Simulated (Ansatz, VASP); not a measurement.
**Two plane-wave programs on NaI**

Contents of POSCAR:

```
NaI
1.0
   -0.0323640000      3.2364000000      3.2364000000
    3.2040360000      0.0000000000      3.2040360000
    3.2364000000      3.2364000000     -0.0323640000
Na I
1 1
Direct
    0.0000000000      0.0000000000      0.0000000000
    0.5000000000      0.5000000000      0.5000000000
```

Contents of INCAR.step1:

```
SYSTEM = NaI
PREC = Accurate
ENCUT = 520
ISMEAR = 0
SIGMA = 0.05
LREAL = .FALSE.
LASPH = .TRUE.
NELM = 100
NBANDS = 14
GGA = PE
ALGO = Normal
EDIFF = 1E-4
LWAVE = .TRUE.
LCHARG = .FALSE.
```

File INCAR.step2:

```
SYSTEM = NaI
PREC = Accurate
ENCUT = 520
EDIFF = 1E-6
ISMEAR = 0
SIGMA = 0.05
LREAL = .FALSE.
LASPH = .TRUE.
NELM = 100
ALGO = Normal
ISIF = 2
LWAVE = .FALSE.
LCHARG = .FALSE.
METAGGA = R2SCAN
LMIXTAU = .TRUE.
NBANDS = 14
ISTART = 1
```

File KPOINTS:

```
regular mesh
0
G
  6 6 6
  0 0 0
```

Input for Ansatz:

```yaml
crystal:
  lattice:
    - [-0.032364, 3.2364, 3.2364]
    - [3.204036, 0.0, 3.204036]
    - [3.2364, 3.2364, -0.032364]
  atoms:
    - { symbol: Na, position: [0.0, 0.0, 0.0] }
    - { symbol: I, position: [0.5, 0.5, 0.5] }
basis:
  ecutwfc: 500
kpoints:
  mp_grid: { grid: [6, 6, 6] }
hamiltonian:
  xc: r2scan
scf:
  occupations: { method: gaussian, width: 0.05 }
output:
  forces: true
  stress: true
  eigenvalues: true
```

Change from the starting cell: strain -0.0200 x Voigt [0, 0, 0, 0, 1, 0], atoms carried along.

Alike in both runs: task single point; functional r2SCAN; k mesh 6 × 6 × 6; occupations gaussian, width 0.05 eV; no spin polarisation.

```csv
,VASP,Ansatz
version,VASP 6.6.1,Ansatz 0.2.0
potentials or method,"VASP PAW PBE potentials, release 64 (Na_pv, I), cutoff 520 eV","scalar-relativistic, plane waves, PAW"
valence electrons in the cell,14,26
```

VASP gave:

* gap on the k mesh at the Fermi level (eV): 4.39
* least direct gap on the mesh (eV): 4.39
* pressure (GPa): -0.2
* traceless stress, the component that is largest in VASP (GPa): 0.16

Estimate Ansatz's values.

gap on the k mesh at the Fermi level (eV): 4.38; least direct gap on the mesh (eV): 4.38; pressure (GPa): -0.1; traceless stress, the component that is largest in VASP (GPa): 0.16.

VASP's potentials were made for PBE, not for r2SCAN. The functional is the same, so the differences come from potentials, cutoffs and numerics. VASP's potentials hold 14 valence electrons a cell and Ansatz's 26, so a difference there can come from the potentials and not from the codes.

Spin-orbit coupling is off throughout.
